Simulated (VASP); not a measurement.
# SbSe: relaxation of cell and atoms with PBE

SbSe:

```
CELL_PARAMETERS angstrom
0.00000 3.01529 3.01529
3.01529 0.00000 3.01529
3.01529 3.01529 0.00000
ATOMIC_POSITIONS crystal
Sb 0.00000 0.00000 0.00000
Se 0.50000 0.50000 0.50000
```

* Program: VASP 6.6.1
* Task: relaxation of cell and atoms
* Functional: PBE
* Potentials or basis: VASP PAW PBE potentials, release 64 (Sb, Se)
* Cutoff: 600 eV
* k mesh: 16 × 16 × 16
* Occupations: gaussian, width 0.1 eV
* Spin: no spin polarisation
* Dipole correction: no
* Further INCAR settings: ALGO = Normal; EDIFF = 1e-06; IBRION = 2; EDIFFG = -0.01; NSW = 100; ISIF = 3

* Relaxed volume: 26.93 Å³/atom
* Relaxed cell: a = 4.239 Å, b = 4.239 Å, c = 4.239 Å, α = 60.00°, β = 60.00°, γ = 60.00°
* Space group after relaxing (to 0.05 Å): Fm-3m (No. 225)
* Energy gained by relaxing: 1.5 meV/atom
* Ionic steps: 3
* Pressure after relaxing: 0.0 GPa

Step by step:
```tsv
step	energy change (eV)	largest force (eV/Å)	pressure (GPa)	volume (Å³)
1	0.0000	0.0000	-0.99	54.83
2	-0.0026	0.0000	0.42	53.49
3	-0.0031	0.0000	0.01	53.86
```

Final structure:
```cif
data_structure
_symmetry_space_group_name_H-M 'P 1'
_symmetry_Int_Tables_number 1
_cell_length_a 4.2391
_cell_length_b 4.2391
_cell_length_c 4.2391
_cell_angle_alpha 60.000
_cell_angle_beta 60.000
_cell_angle_gamma 60.000
_cell_volume 53.86
loop_
_atom_site_label
_atom_site_type_symbol
_atom_site_fract_x
_atom_site_fract_y
_atom_site_fract_z
_atom_site_occupancy
Sb1 Sb 0.00000 0.00000 0.00000 1
Se1 Se 0.50000 0.50000 0.50000 1
```

Levels at points of the mesh, in eV from the Fermi level:
| k point | band 3 | band 4 | band 5 | band 6 | band 7 | band 8 |
| --- | --- | --- | --- | --- | --- | --- |
| (0.00, 0.00, 0.00) | -3.01 | -3.01 | -3.01 | 2.48 | 2.48 | 2.48 |
| (0.50, 0.00, 0.00) | -2.60 | -2.60 | -1.28 | -0.97 | -0.48 | -0.48 |
| (0.50, 0.50, 0.00) | -6.37 | -4.55 | -4.55 | 2.32 | 3.71 | 3.71 |

Run time: 2.3 min on 1 thread of Intel(R) Xeon(R) Platinum 8124M CPU @ 3.00GHz (Skylake/Cascade Lake), on a shared host, peak memory 0.29 GiB.

Caveat: spin-orbit coupling is left out, which moves the levels of the heavy elements.
